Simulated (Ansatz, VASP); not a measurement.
**One calculation of Ru2C, two programs**

File INCAR:

```
PREC = Accurate
ENCUT = 600
EDIFF = 1E-7
ISMEAR = 0
SIGMA = 0.1
LREAL = False
LASPH = True
NELM = 100
ALGO = Normal
ISIF = 3
LWAVE = False
LCHARG = False
GGA = PE
IBRION = 2
NSW = 90
EDIFFG = -0.04
```

Contents of KPOINTS:

```
Automatic mesh
0
Gamma
  6 6 6
```

POSCAR

```
Ru2C
1.0
    3.2267650908      0.0000000000      0.0000000000
   -1.6133825454      2.7944605407      0.0000000000
    0.0000000000      0.0000000000      3.4840486861
Ru C
2 1
Direct
    0.3333333333      0.6666666667      0.5000000000
    0.6666666667      0.3333333333      0.5000000000
    0.0000000000      0.0000000000      0.0000000000
```

Input for Ansatz:

```yaml
crystal:
  lattice:
    - [3.2267650908, 0.0, 0.0]
    - [-1.6133825454, 2.7944605407, 0.0]
    - [0.0, 0.0, 3.4840486861]
  atoms:
    - { symbol: Ru, position: [0.3333333333, 0.6666666667, 0.5] }
    - { symbol: Ru, position: [0.6666666667, 0.3333333333, 0.5] }
    - { symbol: C, position: [0.0, 0.0, 0.0] }
basis:
  ecutwfc: 420
kpoints:
  mp_grid: { grid: [6, 6, 6] }
hamiltonian:
  xc: pbe
scf:
  occupations: { method: gaussian, width: 0.1 }
  lower_state_search: "off"
output:
  forces: true
  stress: true
  eigenvalues: true
relax:
  adjacent_minimum: "off"
  f_tol: 0.04
  max_steps: 70
  cell: { stress_tol: 0.4 }
```

Alike in both runs: task relaxation of cell and atoms; functional PBE; k mesh 6 × 6 × 6; occupations gaussian, width 0.1 eV; no spin polarisation.

|  | VASP | Ansatz |
| --- | --- | --- |
| version | VASP 6.6.1 | Ansatz 0.2.0 |
| potentials or method | VASP PAW PBE potentials, release 64 (Ru_pv, C), cutoff 600 eV | scalar-relativistic, plane waves, PAW |
| valence electrons in the cell | 32 | 36 |

Ansatz gave:

```
gap on the k mesh at the Fermi level, each at its own relaxed structure (eV) : none
relaxed volume (Å³/atom)                                                     : 12.60
relaxed cell length with the largest relative difference (Å)                 : 4.070
```

Estimate VASP's values.

gap on the k mesh at the Fermi level, each at its own relaxed structure (eV): none; relaxed volume (Å³/atom): 12.58; relaxed cell length with the largest relative difference (Å): 4.066.

A gap of «none» marks a metal or a gap that the smearing closes. VASP's potentials hold 32 valence electrons a cell and Ansatz's 36, so a difference there can come from the potentials and not from the codes.

The k mesh is coarse, so the values compare programs but aren't converged. Noted on VASP's run: the volume moved by over 15 % at a fixed basis, so the end points are rough.
